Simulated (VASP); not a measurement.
# GaP (m.bgw) (F-43m) in VASP: single point with PBEsol

Aim: the single point of GaP (m.bgw) with PBEsol.

Everything below comes from runs of VASP 6.6.1. Logs are shortened: lines on timing, memory, paths and dates and some standing lists are left out, and cuts for length are marked.

## Step 1: The cell of the first run

Symmetry: F-43m, No. 216, cubic system. Conventional cell: a = 5.439 Å, b = 5.439 Å, c = 5.439 Å, α = 90.00°, β = 90.00°, γ = 90.00°. Within 3.1 Å of Ga (site symmetry -43m) lie 4 P at 2.36 Å. Within 3.1 Å of P (site symmetry -43m) lie 4 Ga at 2.36 Å.

## Step 2: Single point, PBEsol

The input, INCAR:

```
ALGO = Normal ; EDIFF = 1E-6
ENCUT = 500 ; GGA = PS
GGA_COMPAT = False ; ISIF = 2
ISMEAR = 0 ; LASPH = True
LCHARG = False ; LREAL = False
LWAVE = False ; NBANDS = 16
NELM = 120 ; PREC = Accurate
SIGMA = 0.01
```

The input, KPOINTS:

```
k-points
0
Gamma
  4 4 4
```

The input, POSCAR:

```
GaP
1.0
    0.0000000000      2.7196334849      2.7196334849
    2.7196334849      0.0000000000      2.7196334849
    2.7196334849      2.7196334849      0.0000000000
Ga P
1 1
Direct
    0.0000000000      0.0000000000      0.0000000000
    0.2500000000      0.2500000000      0.2500000000
```

Potentials or basis: VASP PAW PBE potentials, release 64 (Ga_d, P).

Command:

```console
> cat potpaw_PBE.64/Ga_d/POTCAR potpaw_PBE.64/P/POTCAR > POTCAR
> mpirun -np 1 vasp_std > vasp.out
```

OUTCAR:

```text
EDIFF = 1E-6
   ENCUT = 500
   GGA = PS
   ISIF = 2
   ISMEAR = 0
   LASPH = True
   LREAL = False
   NELM = 120
   PREC = Accurate

 ion  position               nearest neighbor table
   1  0.000  0.000  0.000-   2 2.36   2 2.36   2 2.36   2 2.36
   2  0.250  0.250  0.250-   1 2.36   1 2.36   1 2.36   1 2.36

  LATTYP: Found a face centered cubic cell.
 ALAT       =     5.4392669698

  Lattice vectors:

 A1 = (   0.0000000000,   2.7196334849,   2.7196334849)
 A2 = (   2.7196334849,   0.0000000000,   2.7196334849)
 A3 = (   2.7196334849,   2.7196334849,   0.0000000000)

Analysis of symmetry for initial positions (statically):
=====================================================================
 Subroutine PRICEL returns:
 Original cell was already a primitive cell.

 Routine SETGRP: Setting up the symmetry group for a
 face centered cubic supercell.

 Subroutine GETGRP returns: Found 24 space group operations
 (whereof 24 operations were pure point group operations)
 out of a pool of 48 trial point group operations.

The static configuration has the point symmetry T_d .

Analysis of symmetry for dynamics (positions and initial velocities):
=====================================================================
 Subroutine PRICEL returns:
 Original cell was already a primitive cell.

 Routine SETGRP: Setting up the symmetry group for a
 face centered cubic supercell.

 Subroutine GETGRP returns: Found 24 space group operations
 (whereof 24 operations were pure point group operations)
 out of a pool of 48 trial point group operations.

The dynamic configuration has the point symmetry T_d .

 Subroutine INISYM returns: Found 24 space group operations
 (whereof 24 operations are pure point group operations),
 and found     1 'primitive' translations

----------------------------------------------------------------------------------------

                                     Primitive cell

  volume of cell :      40.2310

  direct lattice vectors                    reciprocal lattice vectors
     0.000000000  2.719633485  2.719633485    -0.183848303  0.183848303  0.183848303
     2.719633485  0.000000000  2.719633485     0.183848303 -0.183848303  0.183848303
     2.719633485  2.719633485  0.000000000     0.183848303  0.183848303 -0.183848303

  length of vectors
     3.846142559  3.846142559  3.846142559     0.318434601  0.318434601  0.318434601

  position of ions in fractional coordinates (direct lattice)
     0.000000000  0.000000000  0.000000000
     0.250000000  0.250000000  0.250000000

  ion indices of the primitive-cell ions
   primitive index   ion index
                 1           1
                 2           2

----------------------------------------------------------------------------------------

 KPOINTS: k-points

Automatic generation of k-mesh.
 Grid dimensions read from file:
 generate k-points for:    4    4    4

 Generating k-lattice:

  Cartesian coordinates                     Fractional coordinates (reciprocal lattice)
    -0.045962076  0.045962076  0.045962076     0.250000000  0.000000000  0.000000000
     0.045962076 -0.045962076  0.045962076     0.000000000  0.250000000  0.000000000
     0.045962076  0.045962076 -0.045962076     0.000000000  0.000000000  0.250000000

  Length of vectors
     0.079608650  0.079608650  0.079608650

  Shift w.r.t. Gamma in fractional coordinates (k-lattice)
     0.000000000  0.000000000  0.000000000

 Subroutine IBZKPT returns following result:
 ===========================================

 Found      8 irreducible k-points:

 Following reciprocal coordinates:
            Coordinates               Weight
  0.000000  0.000000  0.000000      1.000000
  0.250000  0.000000  0.000000      8.000000
  0.500000  0.000000  0.000000      4.000000
  0.250000  0.250000  0.000000      6.000000
  0.500000  0.250000  0.000000     24.000000
 -0.250000  0.250000  0.000000     12.000000
  0.500000  0.500000  0.000000      3.000000
 -0.250000  0.500000  0.250000      6.000000
   k-points           NKPTS =      8   k-points in BZ     NKDIM =      8   number of bands    NBANDS=     16
   number of dos      NEDOS =    301   number of ions     NIONS =      2
   total plane-waves  NPLWV =  21952
   dimension x,y,z NGX =    28 NGY =   28 NGZ =   28
   dimension x,y,z NGXF=    56 NGYF=   56 NGZF=   56
   ions per type =               1   1
   NGX,Y,Z   is equivalent  to a cutoff of  12.10, 12.10, 12.10 a.u.
   NGXF,Y,Z  is equivalent  to a cutoff of  24.21, 24.21, 24.21 a.u.
 SYSTEM =  unknown system
   PREC   = accura    normal or accurate (medium, high low for compatibility)
   ISTART =      0    job   : 0-new  1-cont  2-samecut
   ICHARG =      2    charge: 1-file 2-atom 10-const
   ISPIN  =      1    spin polarized calculation?
   LNONCOLLINEAR =      F non collinear calculations
   LSORBIT =      F    spin-orbit coupling
   LASPH  =      T    aspherical Exc in radial PAW
   ENCUT  =  500.0 eV  36.75 Ry    6.06 a.u.   7.01  7.01  7.01*2*pi/ulx,y,z
   NELM   =    120;   NELMIN=  2; NELMDL= -5     # of ELM steps
   EDIFF  = 0.1E-05   stopping-criterion for ELM
   LREAL  =      F    real-space projection
[... 7 lines left out ...]
   TEBEG  =    0.0;   TEEND  =   0.0 temperature during run
   PSTRESS=    0.0 pullay stress
   NELECT =      18.0000    total number of electrons
   NUPDOWN=      -1.0000    fix difference up-down
   EMIN   =  10.00;   EMAX   =-10.00  energy-range for DOS
   EFERMI =   0.00;   METHOD = LEGACY
   ISMEAR =     0;   SIGMA  =   0.01  broadening in eV -4-tet -1-fermi 0-gaus
   EFERMI_NEDOS =   21; number of points for ismear=-14 and -15
   IALGO  =     38    algorithm
   IMIX   =      4    mixing-type and parameters
     AMIX     =   0.40;   BMIX     =  1.00
     AMIX_MAG =   1.60;   BMIX_MAG =  1.00
  volume/ion in A,a.u.               =      20.12       135.75
  Fermi-wavevector in a.u.,A,eV,Ry     =   1.252118  2.366160 21.331210  1.567800
  Thomas-Fermi vector in A             =   2.386034
   LORBIT       =      0    0 simple, 1 ext, 2 COOP (PROOUT), +10 PAW based schemes
   GGA     = PS    functional components
   LHFCALC =     F    Hartree Fock is set to
   AEXX    =    0.0000 exact exchange contribution
   IVDW    =     0    specifies the selected vdW correction
   LEPSILON=     F    determine dielectric tensor
   LRPA    =     F    only Hartree local field effects (RPA)
 non-spin polarized calculation
 Gauss-broadening in eV      SIGMA  =   0.01
  energy-cutoff  :      500.00
  volume of cell :       40.23
 maximum number of plane-waves:      1036
   NGX = 13   NGY = 13   NGZ = 13

 number of electron      18.0000015 magnetization

 Free energy of the ion-electron system (eV)
  ---------------------------------------------------
  ext. energy  EPLUGINS =         0.00000000
  ---------------------------------------------------
  free energy    TOTEN  =        -9.77231651 eV

  energy without entropy =       -9.77231651  energy(sigma->0) =       -9.77231651

 E-fermi :   4.7429     XC(G=0): -10.0302

 val. band max:        4.6807879453   @ k =   0.0000   0.0000   0.0000
 cond. band min:       6.1522709010   @ k =   0.5000   0.5000   0.0000
 fundamental gap:      1.4714829558
 Fermi energy:         4.7428879592

 k-point     1 :       0.0000    0.0000    0.0000
  band No.  band energies     occupation
      1      -9.9199      2.00000
      2      -9.9199      2.00000
      3      -9.9199      2.00000
      4      -9.8189      2.00000
      5      -9.8189      2.00000
      6      -7.9005      2.00000
[... 8 lines left out ...]
     15      14.4355      0.00000
     16      14.4355      0.00000

 k-point     2 :       0.2500    0.0000    0.0000
  band No.  band energies     occupation
      1      -9.9643      2.00000
      2      -9.9049      2.00000
      3      -9.9049      2.00000
      4      -9.8176      2.00000
      5      -9.8176      2.00000
      6      -7.1117      2.00000
[... 8 lines left out ...]
     15      13.5782      0.00000
     16      14.3804      0.00000

 k-point     3 :       0.5000    0.0000    0.0000
  band No.  band energies     occupation
      1     -10.0024      2.00000
      2      -9.8947      2.00000
      3      -9.8947      2.00000
      4      -9.8112      2.00000
      5      -9.8112      2.00000
      6      -5.7835      2.00000
[... 8 lines left out ...]
     15      16.3490      0.00000
     16      16.3490      0.00000

 k-point     4 :       0.2500    0.2500    0.0000
  band No.  band energies     occupation
      1      -9.9879      2.00000
      2      -9.8873      2.00000
      3      -9.8873      2.00000
      4      -9.8358      2.00000
      5      -9.8077      2.00000
      6      -6.8465      2.00000
[... 8 lines left out ...]
     15      15.3970      0.00000
     16      17.2155      0.00000

 k-point     5 :       0.5000    0.2500    0.0000
  band No.  band energies     occupation
      1     -10.0135      2.00000
      2      -9.8804      2.00000
      3      -9.8721      2.00000
      4      -9.8343      2.00000
      5      -9.8058      2.00000
      6      -5.4578      2.00000
[... 8 lines left out ...]
     15      16.4443      0.00000
     16      17.8655      0.00000

 k-point     6 :      -0.2500    0.2500    0.0000
  band No.  band energies     occupation
      1      -9.9965      2.00000
      2      -9.8906      2.00000
      3      -9.8854      2.00000
      4      -9.8204      2.00000
      5      -9.8171      2.00000
      6      -5.9831      2.00000
[... 8 lines left out ...]
     15      15.6714      0.00000
     16      17.9674      0.00000

 k-point     7 :       0.5000    0.5000    0.0000
  band No.  band energies     occupation
      1     -10.0386      2.00000
      2      -9.8564      2.00000
      3      -9.8529      2.00000
      4      -9.8529      2.00000
      5      -9.7965      2.00000
      6      -4.8567      2.00000
[... 8 lines left out ...]
     15      17.0935      0.00000
     16      17.6417      0.00000

 k-point     8 :      -0.2500    0.5000    0.2500
  band No.  band energies     occupation
      1     -10.0185      2.00000
      2      -9.8809      2.00000
      3      -9.8589      2.00000
      4      -9.8347      2.00000
      5      -9.8099      2.00000
      6      -4.7575      2.00000
[... 8 lines left out ...]
     15      16.5767      0.00000
     16      18.4284      0.00000

------------------------ aborting loop because EDIFF is reached ----------------------------------------

  FORCE on cell =-STRESS in cart. coord.  units (eV):
  Direction    XX          YY          ZZ          XY          YZ          ZX
  --------------------------------------------------------------------------------------
  -------------------------------------------------------------------------------------
  Total        0.0769812      0.0769812      0.0769812     -0.0000000      0.0000000     -0.0000000
  in kB        3.0657326      3.0657326      3.0657326     -0.0000000      0.0000000     -0.0000000
  external PRESSURE =       3.0657326 kB  Pullay stress =       0.0000000 kB

 VOLUME and BASIS-vectors are now :
 -----------------------------------------------------------------------------
  energy-cutoff  :      500.00
  volume of cell :       40.23
      direct lattice vectors                 reciprocal lattice vectors
     0.000000000  2.719633485  2.719633485    -0.183848303  0.183848303  0.183848303
     2.719633485  0.000000000  2.719633485     0.183848303 -0.183848303  0.183848303
     2.719633485  2.719633485  0.000000000     0.183848303  0.183848303 -0.183848303

 POSITION                                       TOTAL-FORCE (eV/Angst)
 -----------------------------------------------------------------------------------
      0.00000      0.00000      0.00000         0.000000     -0.000000     -0.000000
      1.35982      1.35982      1.35982        -0.000000      0.000000      0.000000
 -----------------------------------------------------------------------------------
    total drift:                                0.000001      0.000001      0.000001

  FREE ENERGIE OF THE ION-ELECTRON SYSTEM (eV)
  ---------------------------------------------------
  free  energy   TOTEN  =        -9.7723165115 eV

  energy  without entropy=       -9.7723165115  energy(sigma->0) =       -9.77231651
```

Run time: 6.8 s. Hardware: 1 thread of AMD EPYC 7R13, shared host; peak memory 0.12 GiB.

Results:

| Property | Result |
| --- | --- |
| Free energy | -9.7723 eV |
| Pressure | 0.3 GPa |
| Band gap on the k mesh | 1.47 eV, indirect (least direct gap 1.79 eV) |

Caveat: the k points lie up to 0.50 Å⁻¹ apart; the PAW data sets were made with another functional, which shifts forces and pressure a little. PBEsol gaps usually lie below the measured ones, often by a third to a half.
